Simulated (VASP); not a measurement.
W:

```
W
1.0
    -1.55004    1.55004    1.55004
     1.55004   -1.55004    1.55004
     1.55004    1.55004   -1.55004
W
1
Direct
  0.00000 0.00000 0.00000
```

Base run:

```yaml
Program: VASP 6.6.1
Functional: LDA
Potentials_or_basis: VASP PAW LDA potentials, release 64 (W_sv)
Cutoff: 520 eV
k_mesh: 12 × 12 × 12
Occupations: fermi-dirac, width 0.05 eV
Spin: no spin polarisation
```

Its results: pressure 13.7 GPa.

**Question.** The run is repeated on the same cell with these changes: spin from no spin polarisation to non-collinear spin, zero start, spin-orbit coupling; further incar settings from ALGO = Normal; EDIFF = 1e-07; NBANDS = 13 to ALGO = Fast; EDIFF = 1e-06; NBANDS = 25. What comes out?

**Answer.** Pressure 14.6 GPa; net moment 0.00 μB per cell.
